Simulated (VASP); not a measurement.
# FeNi3: single point with PBE

The system is FeNi3.

```xyz
4
Lattice="3.5450 0.0000 0.0000 0.0000 3.5450 0.0000 0.0000 0.0000 3.5450" Properties=species:S:1:pos:R:3 pbc="T T T"
Fe    0.0000    0.0000    0.0000
Ni    0.0000    1.7725    1.7725
Ni    1.7725    0.0000    1.7725
Ni    1.7725    1.7725    0.0000
```

```json
{
 "Program": "VASP 6.6.1",
 "Task": "single point",
 "Functional": "PBE",
 "Potentials or basis": "VASP PAW PBE potentials, release 64 (Fe, Ni)",
 "Cutoff": "520 eV",
 "k mesh": "12 × 12 × 12",
 "Occupations": "gaussian, width 0.05 eV",
 "Spin": "collinear spin, ferromagnetic start",
 "Starting moments": "[4.0, 2.0, 2.0, 2.0] μB"
}
```

```yaml
Pressure: -0.3 GPa
Net_moment: 4.79 μB per cell
Site_moments: Fe +2.91; Ni +0.64 μB
Valence_electrons_inside_the_program's_atomic_spheres: Fe 7.09; Ni 9.34
```

Levels at points of the mesh, in eV from the Fermi level:
Spin up:
| k point | band 17 | band 18 | band 19 | band 20 | band 21 | band 22 | band 23 | band 24 | band 25 | band 26 |
| --- | --- | --- | --- | --- | --- | --- | --- | --- | --- | --- |
| (0.00, 0.00, 0.00) | -0.72 | -0.72 | -0.63 | -0.63 | -0.63 | 2.25 | 2.25 | 2.25 | 8.84 | 8.84 |
| (0.50, 0.00, 0.00) | -1.59 | -1.54 | -1.42 | -1.05 | -0.72 | -0.63 | 7.48 | 7.48 | 7.52 | 7.52 |
| (0.50, 0.50, 0.00) | -1.72 | -1.72 | -1.52 | -1.48 | 0.74 | 0.74 | 0.77 | 0.79 | 11.14 | 11.22 |
| (0.50, 0.50, 0.50) | -0.84 | -0.80 | -0.80 | -0.80 | -0.50 | -0.50 | -0.50 | -0.37 | 5.42 | 5.42 |
Spin down:
```csv
k point,band 13,band 14,band 15,band 16,band 17,band 18,band 19,band 20,band 21,band 22
"(0.00, 0.00, 0.00)",-0.01,0.28,0.28,0.28,0.99,0.99,1.24,1.24,1.24,2.29
"(0.50, 0.00, 0.00)",-0.95,-0.95,-0.86,-0.41,-0.13,-0.13,0.28,0.51,0.61,1.22
"(0.50, 0.50, 0.00)",-1.22,-1.22,-1.20,-0.80,-0.66,0.16,0.16,0.40,1.40,1.40
"(0.50, 0.50, 0.50)",-0.48,-0.45,-0.45,-0.45,0.06,0.06,0.06,0.78,0.78,0.78
```

Run time: 3.9 min on 1 thread of Intel(R) Xeon(R) Platinum 8375C CPU @ 2.90GHz (Ice Lake), on a shared host, peak memory 0.29 GiB.
